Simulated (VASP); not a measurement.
# LiY3 (Pm-3m) in VASP: notebook

The runs below take LiY3 through single point, with r2SCAN.

Program: VASP 6.6.1. These are calculated values, not measurements. Logs are shortened: lines on timing, memory, paths and dates and some standing lists are left out, and cuts for length are marked.

## (1) The cell of the first run

The structure is cubic, space group Pm-3m (No. 221). The conventional cell has a = 4.819 Å, b = 4.819 Å, c = 4.819 Å, α = 90.00°, β = 90.00°, γ = 90.00°. Within 4.5 Å of Li (site symmetry m-3m) lie 12 Y at 3.41 Å. Within 4.5 Å of Y (site symmetry 4/mmm) lie 4 Li at 3.41 Å and 8 Y at 3.41 Å.

## (2) Single point, r2SCAN

Contents of POSCAR:

```
LiY3
1.0
    4.8192795749      0.0000000000      0.0000000000
    0.0000000000      4.8192795749      0.0000000000
    0.0000000000      0.0000000000      4.8192795749
Li Y
1 3
Direct
    0.0000000000      0.0000000000      0.0000000000
    0.5000000000      0.5000000000      0.0000000000
    0.5000000000      0.0000000000      0.5000000000
    0.0000000000      0.5000000000      0.5000000000
```

Contents of INCAR.step1:

```
SYSTEM = LiY3
PREC = Accurate
ENCUT = 520
ISMEAR = -1
SIGMA = 0.01
LREAL = .FALSE.
LASPH = .TRUE.
NELM = 60
NBANDS = 26
GGA = PE
ALGO = Normal
EDIFF = 1E-4
LWAVE = .TRUE.
LCHARG = .FALSE.
```

Contents of INCAR.step2:

```
SYSTEM = LiY3
PREC = Accurate
ENCUT = 520
EDIFF = 1E-6
ISMEAR = -1
SIGMA = 0.01
LREAL = .FALSE.
LASPH = .TRUE.
NELM = 60
ALGO = Normal
ISIF = 2
LWAVE = .FALSE.
LCHARG = .TRUE.
METAGGA = R2SCAN
LMIXTAU = .TRUE.
LELF = .TRUE.
LVHAR = .TRUE.
NBANDS = 26
ISTART = 1
```

Contents of KPOINTS:

```
regular mesh
0
G
  5 5 5
  0 0 0
```

Potentials or basis: VASP PAW PBE potentials, release 64 (Li_sv, Y_sv).

Launch:

```sh
cat potpaw_PBE.64/Li_sv/POTCAR potpaw_PBE.64/Y_sv/POTCAR > POTCAR
cp INCAR.step1 INCAR
mpirun -np 1 vasp_std > vasp.out
cp INCAR.step2 INCAR
mpirun -np 1 vasp_std > vasp.out
```

OUTCAR:

```text
SYSTEM = LiY3
   PREC = Accurate
   ENCUT = 520
   EDIFF = 1E-6
   ISMEAR = -1
   LREAL = .FALSE.
   LASPH = .TRUE.
   NELM = 60
   ISIF = 2
   METAGGA = R2SCAN
   ISTART = 1

 ion  position               nearest neighbor table
   1  0.000  0.000  0.000-   2 3.41   3 3.41   4 3.41   3 3.41   4 3.41   2 3.41   4 3.41   4 3.41
                             2 3.41   3 3.41   3 3.41   2 3.41
   2  0.500  0.500  0.000-   1 3.41   3 3.41   4 3.41   3 3.41   4 3.41   1 3.41   3 3.41   3 3.41
                             1 3.41   4 3.41   4 3.41   1 3.41
   3  0.500  0.000  0.500-   1 3.41   2 3.41   4 3.41   1 3.41   2 3.41   2 3.41   4 3.41   2 3.41
                             1 3.41   4 3.41   1 3.41   4 3.41
   4  0.000  0.500  0.500-   1 3.41   2 3.41   3 3.41   1 3.41   2 3.41   1 3.41   3 3.41   1 3.41
                             2 3.41   3 3.41   2 3.41   3 3.41

  LATTYP: Found a simple cubic cell.
 ALAT       =     4.8192795749

  Lattice vectors:

 A1 = (   4.8192795749,   0.0000000000,   0.0000000000)
 A2 = (   0.0000000000,   4.8192795749,   0.0000000000)
 A3 = (   0.0000000000,   0.0000000000,   4.8192795749)

Analysis of symmetry for initial positions (statically):
=====================================================================
 Subroutine PRICEL returns:
 Original cell was already a primitive cell.

 Routine SETGRP: Setting up the symmetry group for a
 simple cubic supercell.

 Subroutine GETGRP returns: Found 48 space group operations
 (whereof 48 operations were pure point group operations)
 out of a pool of 48 trial point group operations.

The static configuration has the point symmetry O_h .

Analysis of symmetry for dynamics (positions and initial velocities):
=====================================================================
 Subroutine PRICEL returns:
 Original cell was already a primitive cell.

 Routine SETGRP: Setting up the symmetry group for a
 simple cubic supercell.

 Subroutine GETGRP returns: Found 48 space group operations
 (whereof 48 operations were pure point group operations)
 out of a pool of 48 trial point group operations.

The dynamic configuration has the point symmetry O_h .

 Subroutine INISYM returns: Found 48 space group operations
 (whereof 48 operations are pure point group operations),
 and found     1 'primitive' translations

----------------------------------------------------------------------------------------

                                     Primitive cell

  volume of cell :     111.9300

  direct lattice vectors                    reciprocal lattice vectors
     4.819279575  0.000000000  0.000000000     0.207499894  0.000000000  0.000000000
     0.000000000  4.819279575  0.000000000     0.000000000  0.207499894  0.000000000
     0.000000000  0.000000000  4.819279575     0.000000000  0.000000000  0.207499894

  length of vectors
     4.819279575  4.819279575  4.819279575     0.207499894  0.207499894  0.207499894

  position of ions in fractional coordinates (direct lattice)
     0.000000000  0.000000000  0.000000000
     0.500000000  0.500000000  0.000000000
     0.500000000  0.000000000  0.500000000
     0.000000000  0.500000000  0.500000000

  ion indices of the primitive-cell ions
   primitive index   ion index
                 1           1
                 2           2
                 3           3
                 4           4

----------------------------------------------------------------------------------------

 KPOINTS: regular mesh

Automatic generation of k-mesh.
 Grid dimensions read from file:
 generate k-points for:    5    5    5

 Generating k-lattice:

  Cartesian coordinates                     Fractional coordinates (reciprocal lattice)
     0.041499979  0.000000000  0.000000000     0.200000000  0.000000000  0.000000000
     0.000000000  0.041499979  0.000000000     0.000000000  0.200000000  0.000000000
     0.000000000  0.000000000  0.041499979     0.000000000  0.000000000  0.200000000

  Length of vectors
     0.041499979  0.041499979  0.041499979

  Shift w.r.t. Gamma in fractional coordinates (k-lattice)
     0.000000000  0.000000000  0.000000000

 Subroutine IBZKPT returns following result:
 ===========================================

 Found     10 irreducible k-points:

 Following reciprocal coordinates:
            Coordinates               Weight
  0.000000  0.000000  0.000000      1.000000
  0.200000  0.000000  0.000000      6.000000
  0.400000  0.000000  0.000000      6.000000
  0.200000  0.200000  0.000000     12.000000
  0.400000  0.200000  0.000000     24.000000
  0.400000  0.400000  0.000000     12.000000
  0.200000  0.200000  0.200000      8.000000
  0.400000  0.200000  0.200000     24.000000
  0.400000  0.400000  0.200000     24.000000
  0.400000  0.400000  0.400000      8.000000
   k-points           NKPTS =     10   k-points in BZ     NKDIM =     10   number of bands    NBANDS=     26
   number of dos      NEDOS =    301   number of ions     NIONS =      4
   total plane-waves  NPLWV =  46656
   dimension x,y,z NGX =    36 NGY =   36 NGZ =   36
   dimension x,y,z NGXF=    72 NGYF=   72 NGZF=   72
   ions per type =               1   3
   NGX,Y,Z   is equivalent  to a cutoff of  12.42, 12.42, 12.42 a.u.
   NGXF,Y,Z  is equivalent  to a cutoff of  24.84, 24.84, 24.84 a.u.
 SYSTEM =  LiY3
   PREC   = accura    normal or accurate (medium, high low for compatibility)
   ISTART =      1    job   : 0-new  1-cont  2-samecut
   ICHARG =      0    charge: 1-file 2-atom 10-const
   ISPIN  =      1    spin polarized calculation?
   LNONCOLLINEAR =      F non collinear calculations
   LSORBIT =      F    spin-orbit coupling
   LASPH  =      T    aspherical Exc in radial PAW
   ENCUT  =  520.0 eV  38.22 Ry    6.18 a.u.   8.96  8.96  8.96*2*pi/ulx,y,z
   NELM   =     60;   NELMIN=  2; NELMDL=  0     # of ELM steps
   EDIFF  = 0.1E-05   stopping-criterion for ELM
   LREAL  =      F    real-space projection
   EDIFFG = 0.1E-04   stopping-criterion for IOM
   NSW    =      0    number of steps for IOM
   IBRION =     -1    ionic relax: 0-MD 1-quasi-New 2-CG
   NFREE  =      0    steps in history (QN), initial steepest desc. (CG)
   ISIF   =      2    stress and relaxation
   ISYM   =      2    0-nonsym 1-usesym 2-fastsym
   POTIM  = 0.5000    time-step for ionic-motion
   TEBEG  =    0.0;   TEEND  =   0.0 temperature during run
   PSTRESS=    0.0 pullay stress
   NELECT =      36.0000    total number of electrons
   NUPDOWN=      -1.0000    fix difference up-down
   EMIN   =  10.00;   EMAX   =-10.00  energy-range for DOS
   EFERMI =   0.00;   METHOD = LEGACY
   ISMEAR =    -1;   SIGMA  =   0.01  broadening in eV -4-tet -1-fermi 0-gaus
   EFERMI_NEDOS =   21; number of points for ismear=-14 and -15
   IALGO  =     38    algorithm
   IMIX   =      4    mixing-type and parameters
     AMIX     =   0.40;   BMIX     =  1.00
     AMIX_MAG =   1.60;   BMIX_MAG =  1.00
  volume/ion in A,a.u.               =      27.98       188.84
  Fermi-wavevector in a.u.,A,eV,Ry     =   1.121657  2.119625 17.117697  1.258115
  Thomas-Fermi vector in A             =   2.258312
   LORBIT       =      0    0 simple, 1 ext, 2 COOP (PROOUT), +10 PAW based schemes
   METAGGA = R2SCAN    functional components
   LHFCALC =     F    Hartree Fock is set to
   AEXX    =    0.0000 exact exchange contribution
   IVDW    =     0    specifies the selected vdW correction
   LEPSILON=     F    determine dielectric tensor
   LRPA    =     F    only Hartree local field effects (RPA)
 non-spin polarized calculation
  energy-cutoff  :      520.00
  volume of cell :      111.93
 maximum number of plane-waves:      3034
 NGX is ok and might be reduce to    36
   NGX = 17   NGY = 17   NGZ = 17

 number of electron      35.9999994 magnetization

 Free energy of the ion-electron system (eV)
  ---------------------------------------------------
  ext. energy  EPLUGINS =         0.00000000
  ---------------------------------------------------
  free energy    TOTEN  =       -62.21377677 eV

  energy without entropy =      -62.21041352  energy(sigma->0) =      -62.21209515

 E-fermi :   2.8856     XC(G=0):  -9.8806

 val. band max:        2.8661346871   @ k =   0.4000   0.0000   0.0000
 cond. band min:       2.8937672212   @ k =   0.4000   0.4000   0.2000
 fundamental gap:      0.0276325341
 Fermi energy:         2.8856063896

 k-point     1 :       0.0000    0.0000    0.0000
  band No.  band energies     occupation
      1     -43.8278      2.00000
      2     -41.3624      2.00000
      3     -41.2332      2.00000
      4     -41.2332      2.00000
      5     -20.9862      2.00000
      6     -20.9862      2.00000
[... 18 lines left out ...]
     25       6.3641      0.00000
     26       6.3641      0.00000

 k-point     2 :       0.2000    0.0000    0.0000
  band No.  band energies     occupation
      1     -43.8279      2.00000
      2     -41.3516      2.00000
      3     -41.2440      2.00000
      4     -41.2331      2.00000
      5     -20.9541      2.00000
      6     -20.9541      2.00000
[... 18 lines left out ...]
     25       6.7170      0.00000
     26       6.7170      0.00000

 k-point     3 :       0.4000    0.0000    0.0000
  band No.  band energies     occupation
      1     -43.8278      2.00000
      2     -41.3264      2.00000
      3     -41.2692      2.00000
      4     -41.2329      2.00000
      5     -20.8880      2.00000
      6     -20.8880      2.00000
[... 18 lines left out ...]
     25       5.6605      0.00000
     26       6.4288      0.00000

 k-point     4 :       0.2000    0.2000    0.0000
  band No.  band energies     occupation
      1     -43.8278      2.00000
      2     -41.3416      2.00000
      3     -41.2480      2.00000
      4     -41.2390      2.00000
      5     -20.9791      2.00000
      6     -20.9208      2.00000
[... 18 lines left out ...]
     25       6.6495      0.00000
     26       6.8393      0.00000

 k-point     5 :       0.4000    0.2000    0.0000
  band No.  band energies     occupation
      1     -43.8278      2.00000
      2     -41.3180      2.00000
      3     -41.2693      2.00000
      4     -41.2410      2.00000
      5     -20.9395      2.00000
      6     -20.8503      2.00000
[... 18 lines left out ...]
     25       5.6724      0.00000
     26       6.6476      0.00000

 k-point     6 :       0.4000    0.4000    0.0000
  band No.  band energies     occupation
      1     -43.8278      2.00000
      2     -41.2970      2.00000
      3     -41.2718      2.00000
      4     -41.2590      2.00000
      5     -20.9721      2.00000
      6     -20.8744      2.00000
[... 18 lines left out ...]
     25       5.9216      0.00000
     26       5.9346      0.00000

 k-point     7 :       0.2000    0.2000    0.2000
  band No.  band energies     occupation
      1     -43.8278      2.00000
      2     -41.3325      2.00000
      3     -41.2479      2.00000
      4     -41.2479      2.00000
      5     -21.0271      2.00000
      6     -20.8286      2.00000
[... 18 lines left out ...]
     25       6.5686      0.00000
     26       6.6167      0.00000

 k-point     8 :       0.4000    0.2000    0.2000
  band No.  band energies     occupation
      1     -43.8278      2.00000
      2     -41.3109      2.00000
      3     -41.2693      2.00000
      4     -41.2476      2.00000
      5     -21.0263      2.00000
      6     -20.7981      2.00000
[... 18 lines left out ...]
     25       6.0419      0.00000
     26       6.2893      0.00000

 k-point     9 :       0.4000    0.4000    0.2000
  band No.  band energies     occupation
      1     -43.8278      2.00000
      2     -41.2932      2.00000
      3     -41.2716      2.00000
      4     -41.2624      2.00000
      5     -21.0871      2.00000
      6     -20.8781      2.00000
[... 18 lines left out ...]
     25       5.9391      0.00000
     26       6.1465      0.00000

 k-point    10 :       0.4000    0.4000    0.4000
  band No.  band energies     occupation
      1     -43.8278      2.00000
      2     -41.2837      2.00000
      3     -41.2714      2.00000
      4     -41.2714      2.00000
      5     -21.1958      2.00000
      6     -20.8810      2.00000
[... 18 lines left out ...]
     25       6.1248      0.00000
     26       6.1320      0.00000

------------------------ aborting loop because EDIFF is reached ----------------------------------------

  FORCE on cell =-STRESS in cart. coord.  units (eV):
  Direction    XX          YY          ZZ          XY          YZ          ZX
  --------------------------------------------------------------------------------------
  -------------------------------------------------------------------------------------
  Total        1.9629425      1.9629425      1.9629425      0.0000000      0.0000000      0.0000000
  in kB       28.0977668     28.0977668     28.0977668      0.0000000      0.0000000      0.0000000
  external PRESSURE =      28.0977668 kB  Pullay stress =       0.0000000 kB

 VOLUME and BASIS-vectors are now :
 -----------------------------------------------------------------------------
  energy-cutoff  :      520.00
  volume of cell :      111.93
      direct lattice vectors                 reciprocal lattice vectors
     4.819279575  0.000000000  0.000000000     0.207499894  0.000000000  0.000000000
     0.000000000  4.819279575  0.000000000     0.000000000  0.207499894  0.000000000
     0.000000000  0.000000000  4.819279575     0.000000000  0.000000000  0.207499894

 POSITION                                       TOTAL-FORCE (eV/Angst)
 -----------------------------------------------------------------------------------
      0.00000      0.00000      0.00000         0.000000      0.000000      0.000000
      2.40964      2.40964      0.00000         0.000000      0.000000      0.000000
      2.40964      0.00000      2.40964         0.000000      0.000000      0.000000
      0.00000      2.40964      2.40964         0.000000      0.000000      0.000000
 -----------------------------------------------------------------------------------
    total drift:                                0.000000      0.000000      0.000000

  FREE ENERGIE OF THE ION-ELECTRON SYSTEM (eV)
  ---------------------------------------------------
  free  energy   TOTEN  =       -62.2137767746 eV

  energy  without entropy=      -62.2104135184  energy(sigma->0) =      -62.21209515
```

Run time: 2.9 min. Hardware: 1 thread of AMD EPYC 7R13 (Zen 3), shared host; peak memory 0.19 GiB.

What came out:

```yaml
Free_energy: -62.2138 eV
Band_gap_on_the_k_mesh: zero (band 18 reaches 3.14 eV, above the bottom of band 19 at 2.51 eV)
```

Caveat: the cutoff is under 1.25 times the usual one of these potentials, so pressure, stress and relaxed cells hold a basis-set (Pulay) error; the PAW data sets were made with another functional, which shifts forces and pressure a little.

## (3) Single point, r2SCAN

This run uses another cell than the first one, of 28.58 Å³/atom, 1.021 times its volume.

Contents of POSCAR:

```
LiY3
1.0
    4.8532192817      0.0000000000      0.0000000000
    0.0000000000      4.8532192817      0.0000000000
    0.0000000000      0.0000000000      4.8532192817
Li Y
1 3
Direct
    0.0000000000      0.0000000000      0.0000000000
    0.5000000000      0.5000000000      0.0000000000
    0.5000000000      0.0000000000      0.5000000000
    0.0000000000      0.5000000000      0.5000000000
```

Contents of INCAR.step1:

```
SYSTEM = LiY3
PREC = Accurate
ENCUT = 520
ISMEAR = -1
SIGMA = 0.01
LREAL = .False.
LASPH = .True.
NELM = 100
NBANDS = 26
GGA = PE
ALGO = Normal
EDIFF = 1E-4
LWAVE = .True.
LCHARG = .False.
```

Contents of INCAR.step2:

```
SYSTEM = LiY3
PREC = Accurate
ENCUT = 520
EDIFF = 1E-6
ISMEAR = -1
SIGMA = 0.01
LREAL = .False.
LASPH = .True.
NELM = 100
ALGO = Normal
ISIF = 2
LWAVE = .False.
LCHARG = .False.
METAGGA = R2SCAN
LMIXTAU = .True.
NBANDS = 26
ISTART = 1
```

Contents of KPOINTS:

```
Automatic mesh
0
Gamma
  5 5 5
  0 0 0
```

Potentials or basis: VASP PAW PBE potentials, release 64 (Li_sv, Y_sv).

Launch:

```sh
cat potpaw_PBE.64/Li_sv/POTCAR potpaw_PBE.64/Y_sv/POTCAR > POTCAR
cp INCAR.step1 INCAR
mpirun -np 1 vasp_std > vasp.out
cp INCAR.step2 INCAR
mpirun -np 1 vasp_std > vasp.out
```

Run time: 2.7 min. Hardware: 1 thread of AMD EPYC 7R13 (Zen 3), shared host; peak memory 0.19 GiB.

It converged, with:

| Quantity | Value |
| --- | --- |
| Free energy | -62.2502 eV |
| Band gap on the k mesh | zero (band 18 reaches 3.02 eV, above the bottom of band 19 at 2.44 eV) |

Levels at points of the mesh, in eV from the Fermi level:
| k point | band 15 | band 16 | band 17 | band 18 | band 19 | band 20 | band 21 | band 22 |
| --- | --- | --- | --- | --- | --- | --- | --- | --- |
| (0.00, 0.00, 0.00) | -2.27 | -0.69 | -0.69 | -0.35 | -0.35 | -0.35 | 2.10 | 2.10 |

Caveat: the cutoff is under 1.25 times the usual one of these potentials, so pressure, stress and relaxed cells hold a basis-set (Pulay) error; the PAW data sets were made with another functional, which shifts forces and pressure a little.

## (4) Single point, r2SCAN

This run uses another cell than the first one, of 30.96 Å³/atom, 1.106 times its volume.

Contents of POSCAR:

```
LiY3
1.0
    4.9844504506      0.0000000000      0.0000000000
    0.0000000000      4.9844504506      0.0000000000
    0.0000000000      0.0000000000      4.9844504506
Li Y
1 3
Direct
    0.0000000000      0.0000000000      0.0000000000
    0.5000000000      0.5000000000      0.0000000000
    0.5000000000      0.0000000000      0.5000000000
    0.0000000000      0.5000000000      0.5000000000
```

Contents of INCAR.step1:

```
  PREC = Accurate
  ENCUT = 520
  ISMEAR = -1
  SIGMA = 0.01
  LREAL = False
  LASPH = True
  NELM = 80
  NBANDS = 26
  GGA = PE
  ALGO = Normal
  EDIFF = 1E-4
  LWAVE = True
  LCHARG = False
```

Contents of INCAR.step2:

```
  PREC = Accurate
  ENCUT = 520
  EDIFF = 1E-7
  ISMEAR = -1
  SIGMA = 0.01
  LREAL = False
  LASPH = True
  NELM = 80
  ALGO = Normal
  ISIF = 2
  LWAVE = False
  LCHARG = False
  METAGGA = R2SCAN
  LMIXTAU = True
  NBANDS = 26
  ISTART = 1
```

Contents of KPOINTS:

```
Automatic mesh
0
Gamma
  5 5 5
```

Launch:

```sh
cat potpaw_PBE.64/Li_sv/POTCAR potpaw_PBE.64/Y_sv/POTCAR > POTCAR
cp INCAR.step1 INCAR
mpirun -np 1 vasp_std > vasp.out
cp INCAR.step2 INCAR
mpirun -np 1 vasp_std > vasp.out
```

Wall time 5.5 min (1 thread of AMD EPYC 7R13 (Zen 3), shared host); peak memory 0.23 GiB.

It converged, with:

```
Free energy            : -62.2845 eV
Band gap on the k mesh : zero (band 18 reaches 2.57 eV, above the bottom of band 19 at 2.18 eV)
```

Levels at points of the mesh, in eV from the Fermi level:
```
           k point  band 16  band 17  band 18  band 19  band 20  band 21
(0.00, 0.00, 0.00)    -0.64    -0.64    -0.25    -0.25    -0.25     1.83
```

Caveat: the cutoff is under 1.25 times the usual one of these potentials, so pressure, stress and relaxed cells hold a basis-set (Pulay) error; the PAW data sets were made with another functional, which shifts forces and pressure a little.

## (5) Summary

```csv
cell,gap on the mesh (eV)
"a = 4.819 Å, 4 atoms",none
"a = 4.853 Å, 4 atoms",none
"a = 4.984 Å, 4 atoms",none
```

Alike in all rows: task single point; level r2SCAN; potentials or basis VASP PAW PBE potentials, release 64 (Li_sv, Y_sv); no spin polarisation; k mesh 5 × 5 × 5; cutoff (eV) 520; smearing fermi-dirac 0.01 eV.

Caveats: the cutoff is under 1.25 times the usual one of these potentials, so pressure, stress and relaxed cells hold a basis-set (Pulay) error; the PAW data sets were made with another functional, which shifts forces and pressure a little.

Absolute energies hang on the potentials; compare differences alone.
